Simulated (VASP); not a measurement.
# CoPtO2 (R-3m) in VASP: notebook

The runs below take CoPtO2 through relaxation of shape and atoms at fixed volume, with PBE.

All numbers are computed with VASP 6.6.1; they aren't measurements. Logs are shortened: lines on timing, memory, paths and dates and some standing lists are left out, and cuts for length are marked.

**1. The cell of the first run**

Symmetry: R-3m, No. 166, trigonal system. The conventional cell has a = 2.873 Å, b = 2.873 Å, c = 18.028 Å, α = 90.00°, β = 90.00°, γ = 120.00°. Within 2.6 Å of Co (site symmetry -3m) lie 6 O at 1.93 Å. Pt (site symmetry -3m) has 2 O at 2.03 Å within 2.7 Å. Within 2.6 Å of O (site symmetry 3m) lie 3 Co at 1.93 Å and 1 Pt at 2.03 Å and 3 O at 2.57 Å.

**2. Relaxation of shape and atoms at fixed volume, PBE (volume scaled by 1.020)**

Input file INCAR:

```
ALGO = Normal ; EDIFF = 1E-7
EDIFFG = -0.01 ; ENCUT = 600
GGA = PE ; IBRION = 2
ISIF = 4 ; ISMEAR = 0
LASPH = T ; LCHARG = F
LREAL = F ; LWAVE = F
NELM = 60 ; NSW = 60
PREC = Accurate ; SIGMA = 0.05
```

Input file KPOINTS:

```
k-points
0
Gamma
  14 14 14
```

Input file POSCAR:

```
CoPtO2
1.0
    1.4364616210      0.8293415036      6.0092753211
   -1.4364616210      0.8293415036      6.0092753211
    0.0000000000     -1.6586830071      6.0092753211
Co Pt O
1 1 2
Direct
    0.5000000000      0.5000000000      0.5000000000
    0.0000000000      0.0000000000      0.0000000000
    0.8876551476      0.8876551476      0.8876551476
    0.1123448524      0.1123448524      0.1123448524
```

Potentials or basis: VASP PAW PBE potentials, release 64 (Co, Pt, O).

Started as:

```bash
$ cat potpaw_PBE.64/Co/POTCAR potpaw_PBE.64/Pt/POTCAR potpaw_PBE.64/O/POTCAR > POTCAR
$ mpirun -np 1 vasp_std > vasp.out
```

OUTCAR:

```text
EDIFF = 1E-7
   EDIFFG = -0.01
   ENCUT = 600
   GGA = PE
   IBRION = 2
   ISIF = 4
   ISMEAR = 0
   LASPH = T
   LREAL = F
   NELM = 60
   NSW = 60
   PREC = Accurate

 ion  position               nearest neighbor table
   1  0.500  0.500  0.500-   4 1.93   4 1.93   3 1.93   3 1.93   4 1.93   3 1.93
   2  0.000  0.000  0.000-   3 2.03   4 2.03
   3  0.888  0.888  0.888-   1 1.93   1 1.93   1 1.93   2 2.03
   4  0.112  0.112  0.112-   1 1.93   1 1.93   1 1.93   2 2.03

  LATTYP: Found a trigonal (rhomboedric) cell.
 ALAT       =     6.2339890281
 COS(alpha) =     0.8938094225

  Lattice vectors:

 A1 = (   1.4364616210,   0.8293415036,   6.0092753211)
 A2 = (  -1.4364616210,   0.8293415036,   6.0092753211)
 A3 = (   0.0000000000,  -1.6586830071,   6.0092753211)

Analysis of symmetry for initial positions (statically):
=====================================================================
 Subroutine PRICEL returns:
 Original cell was already a primitive cell.

 Routine SETGRP: Setting up the symmetry group for a
 trigonal (rhombohedral) supercell.

 Subroutine GETGRP returns: Found 12 space group operations
 (whereof 12 operations were pure point group operations)
 out of a pool of 12 trial point group operations.

The static configuration has the point symmetry D_3d.

Analysis of symmetry for dynamics (positions and initial velocities):
=====================================================================
 Subroutine PRICEL returns:
 Original cell was already a primitive cell.

 Routine SETGRP: Setting up the symmetry group for a
 trigonal (rhombohedral) supercell.

 Subroutine GETGRP returns: Found 12 space group operations
 (whereof 12 operations were pure point group operations)
 out of a pool of 12 trial point group operations.

The dynamic configuration has the point symmetry D_3d.

 Subroutine INISYM returns: Found 12 space group operations
 (whereof 12 operations are pure point group operations),
 and found     1 'primitive' translations

----------------------------------------------------------------------------------------

                                     Primitive cell

  volume of cell :      42.9537

  direct lattice vectors                    reciprocal lattice vectors
     1.436461621  0.829341504  6.009275321     0.348077521  0.200962650  0.055469806
    -1.436461621  0.829341504  6.009275321    -0.348077521  0.200962650  0.055469806
     0.000000000 -1.658683007  6.009275321     0.000000000 -0.401925301  0.055469806

  length of vectors
     6.233989028  6.233989028  6.233989028     0.405734946  0.405734946  0.405734946

  position of ions in fractional coordinates (direct lattice)
     0.500000000  0.500000000  0.500000000
     0.000000000  0.000000000  0.000000000
     0.887655148  0.887655148  0.887655148
     0.112344852  0.112344852  0.112344852

  ion indices of the primitive-cell ions
   primitive index   ion index
                 1           1
                 2           2
                 3           3
                 4           4

----------------------------------------------------------------------------------------

 KPOINTS: k-points

Automatic generation of k-mesh.
 Grid dimensions read from file:
 generate k-points for:   14   14   14

 Generating k-lattice:

  Cartesian coordinates                     Fractional coordinates (reciprocal lattice)
     0.024862680  0.014354475  0.003962129     0.071428571  0.000000000  0.000000000
    -0.024862680  0.014354475  0.003962129     0.000000000  0.071428571  0.000000000
     0.000000000 -0.028708950  0.003962129     0.000000000  0.000000000  0.071428571

  Length of vectors
     0.028981068  0.028981068  0.028981068

  Shift w.r.t. Gamma in fractional coordinates (k-lattice)
     0.000000000  0.000000000  0.000000000

 Subroutine IBZKPT returns following result:
 ===========================================

 Found    288 irreducible k-points:

 Following reciprocal coordinates:
            Coordinates               Weight
  0.000000  0.000000  0.000000      1.000000
[... 38 lines left out ...]
   NELECT =      31.0000    total number of electrons
   NUPDOWN=      -1.0000    fix difference up-down
   EMIN   =  10.00;   EMAX   =-10.00  energy-range for DOS
   EFERMI =   0.00;   METHOD = LEGACY
   ISMEAR =     0;   SIGMA  =   0.05  broadening in eV -4-tet -1-fermi 0-gaus
   EFERMI_NEDOS =   21; number of points for ismear=-14 and -15
   IALGO  =     38    algorithm
   IMIX   =      4    mixing-type and parameters
     AMIX     =   0.40;   BMIX     =  1.00
     AMIX_MAG =   1.60;   BMIX_MAG =  1.00
  volume/ion in A,a.u.               =      10.74        72.47
  Fermi-wavevector in a.u.,A,eV,Ry     =   1.468459  2.774985 29.339217  2.156372
  Thomas-Fermi vector in A             =   2.583954
   LORBIT       =      0    0 simple, 1 ext, 2 COOP (PROOUT), +10 PAW based schemes
   GGA     = PE    functional components
   LHFCALC =     F    Hartree Fock is set to
   AEXX    =    0.0000 exact exchange contribution
   IVDW    =     0    specifies the selected vdW correction
   LEPSILON=     F    determine dielectric tensor
   LRPA    =     F    only Hartree local field effects (RPA)
 conjugate gradient relaxation of ions
 non-spin polarized calculation
 Gauss-broadening in eV      SIGMA  =   0.05
  energy-cutoff  :      600.00
  volume of cell :       42.95
 maximum number of plane-waves:      1451
 NGX is ok and might be reduce to    50
   NGX = 25   NGY = 25   NGZ = 25

--------------------------------------- Ionic step        1  -------------------------------------------

 number of electron      31.0000003 magnetization

 Free energy of the ion-electron system (eV)
  ---------------------------------------------------
  ext. energy  EPLUGINS =         0.00000000
  ---------------------------------------------------
  free energy    TOTEN  =       -26.44782391 eV

  energy without entropy =      -26.44658092  energy(sigma->0) =      -26.44720241

------------------------ aborting loop because EDIFF is reached ----------------------------------------

  FORCE on cell =-STRESS in cart. coord.  units (eV):
  Direction    XX          YY          ZZ          XY          YZ          ZX
  --------------------------------------------------------------------------------------
  -------------------------------------------------------------------------------------
  Total       -1.1272878     -1.1272878     -1.4500481      0.0000000     -0.0000000     -0.0000000
  in kB      -42.0479282    -42.0479282    -54.0869169      0.0000000     -0.0000000     -0.0000000
  external PRESSURE =     -46.0609245 kB  Pullay stress =       0.0000000 kB
[... 99 lines left out ...]
  energy  without entropy=      -26.4469020266  energy(sigma->0) =      -26.44753777

--------------------------------------- Ionic step        4  -------------------------------------------

 number of electron      31.0000002 magnetization

 Free energy of the ion-electron system (eV)
  ---------------------------------------------------
  ext. energy  EPLUGINS =         0.00000000
  ---------------------------------------------------
  free energy    TOTEN  =       -26.44822521 eV

  energy without entropy =      -26.44695313  energy(sigma->0) =      -26.44758917

 E-fermi :   8.1217     XC(G=0): -12.4127

 val. band max:        8.1194400767   @ k =  -0.2143  -0.2857   0.1429
 cond. band min:       8.1341020718   @ k =  -0.4286  -0.4286   0.0714
 fundamental gap:      0.0146619950
 Fermi energy:         8.1216914186

 k-point     1 :       0.0000    0.0000    0.0000
  band No.  band energies     occupation
      1     -13.1395      2.00000
      2     -11.3595      2.00000
      3      -1.1768      2.00000
      4       1.3459      2.00000
      5       1.8225      2.00000
      6       1.8225      2.00000
[... 11 lines left out ...]
     18       9.8050      0.00000
     19      10.6010      0.00000
[... 489 lines left out ...]
      3      -0.3976      2.00000
      4       0.9043      2.00000
      5       1.9220      2.00000
      6       2.2816      2.00000
[... 11 lines left out ...]
     18       9.3456      0.00000
     19      11.3756      0.00000

 [... further k-points ...]
[... 5 lines left out ...]
  --------------------------------------------------------------------------------------
  -------------------------------------------------------------------------------------
  Total       -1.1814937     -1.1814937     -1.1822845      0.0000000     -0.0000000      0.0000000
  in kB      -44.0698147    -44.0698147    -44.0993088      0.0000000     -0.0000000      0.0000000
  external PRESSURE =     -44.0796461 kB  Pullay stress =       0.0000000 kB
[... 19 lines left out ...]
  FREE ENERGIE OF THE ION-ELECTRON SYSTEM (eV)
  ---------------------------------------------------
  free  energy   TOTEN  =       -26.4482252097 eV

  energy  without entropy=      -26.4469531262  energy(sigma->0) =      -26.44758917

 reached required accuracy - stopping structural energy minimisation
```

Wall time 26 min (1 thread of Intel Xeon 6975P-C (Granite Rapids), shared host); peak memory 0.64 GiB.

What came out:

```
Free energy                  : -26.4482 eV
Energy gained by relaxing    : 0.1 meV/atom
Ionic steps                  : 4
Pressure after relaxing      : -4.4 GPa
Largest force after relaxing : 0.004 eV/Å
```

Forces in eV/Å, atoms in the order of the input:
```
Co   0.000  0.000  0.000
Pt   0.000  0.000  0.000
O    0.000  0.000  0.004
O    0.000  0.000 -0.004
```

The path:
| step | energy change (eV) | largest force (eV/Å) | pressure (GPa) | volume (Å³) |
| --- | --- | --- | --- | --- |
| 1 | 0.0000 | 0.0094 | -4.61 | 42.95 |
| 2 | -0.0003 | 0.0403 | -4.41 | 42.95 |
| 3 | -0.0003 | 0.0348 | -4.46 | 42.95 |
| 4 | -0.0004 | 0.0040 | -4.41 | 42.95 |

Final structure:
```
Co Pt O
1.0
     1.43819    0.83034    5.99486
    -1.43819    0.83034    5.99486
     0.00000   -1.66068    5.99486
Co Pt O
1 1 2
Cartesian
  0.0000 0.0000 8.9923
  0.0000 0.0000 0.0000
  0.0000 0.0000 15.9621
  0.0000 0.0000 2.0225
```

Levels at points of the mesh, in eV from the Fermi level:
```tsv
k point	band 13	band 14	band 15	band 16	band 17	band 18	band 19
(0.00, 0.00, 0.00)	-1.92	-1.64	-1.64	-1.49	1.68	1.68	2.48
(0.50, 0.00, 0.00)	-1.27	-1.05	-0.18	0.84	1.07	1.17	2.41
(0.50, 0.50, 0.00)	-1.27	-1.09	-0.18	-0.01	1.57	1.93	2.42
(0.50, 0.50, 0.50)	-1.82	-0.90	-0.84	-0.84	1.29	1.29	3.73
```

Caveat: the cell differs from its parent crystal (volume scaled by 1.020); spin-orbit coupling is left out, which moves the levels of the heavy elements; an odd number of electrons without spin polarisation forces a metal; a magnetic or distorted state may lie lower; the run has no spin polarisation, though such a crystal can be magnetic; semilocal functionals often make such compounds metallic where correlation or magnetic order opens a gap, which also shifts bond lengths.

(Part 1 of 2 ends here.)
